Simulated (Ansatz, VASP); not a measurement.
**Nb in VASP and in Ansatz**

POSCAR

```
Nb
1.0
   -1.6511317439      1.6511317439      1.6511317439
    1.6511317439     -1.6511317439      1.6511317439
    1.6511317439      1.6511317439     -1.6511317439
Nb
1
Direct
    0.0000000000      0.0000000000      0.0000000000
```

The input INCAR.step1:

```
ALGO = Normal
EDIFF = 1E-4
ENCUT = 520
GGA = PE
ISMEAR = 0
LASPH = True
LCHARG = False
LREAL = False
LWAVE = True
NBANDS = 12
NELM = 80
PREC = Accurate
SIGMA = 0.3
```

INCAR.step2

```
ALGO = Normal
EDIFF = 1E-6
ENCUT = 520
ISIF = 2
ISMEAR = 0
ISTART = 1
LASPH = True
LCHARG = False
LMIXTAU = True
LREAL = False
LWAVE = False
METAGGA = R2SCAN
NBANDS = 12
NELM = 80
PREC = Accurate
SIGMA = 0.3
```

File KPOINTS:

```
k-points
0
Gamma
  13 13 13
```

Input for Ansatz:

```yaml
crystal:
  lattice:
    - [-1.6511317439, 1.6511317439, 1.6511317439]
    - [1.6511317439, -1.6511317439, 1.6511317439]
    - [1.6511317439, 1.6511317439, -1.6511317439]
  atoms:
    - { symbol: Nb, position: [0.0, 0.0, 0.0] }
hamiltonian:
  xc: r2scan
  pseudopotentials:
    kind: paw
    azcp:
      Nb: "pseudopotentials/Nb.paw.azcp"
basis:
  ecutwfc: 500
  fft_grid_basis: typed
kpoints:
  mp_grid: { grid: [13, 13, 13], shift: [0, 0, 0] }
magnetization:
  spin_polarized: false
scf:
  occupations: { method: gaussian, width: 0.3 }
  lower_state_search: "off"
output:
  stress: true
```

Alike in both runs: task single point; functional r2SCAN; k mesh 13 × 13 × 13; occupations gaussian, width 0.3 eV; no spin polarisation.

|  | VASP | Ansatz |
| --- | --- | --- |
| version | VASP 6.6.1 | Ansatz 0.2.0 |
| potentials or method | VASP PAW PBE potentials, release 64 (Nb_sv), cutoff 520 eV | plane waves (500 eV) with PAW, scalar-relativistic |
| valence electrons in the cell | 13 | 13 |

|  | VASP | Ansatz | Ansatz less VASP |
| --- | --- | --- | --- |
| pressure (GPa) | 0.0 | 0.2 | +0.17 |

VASP's potentials were made for PBE, not for r2SCAN.
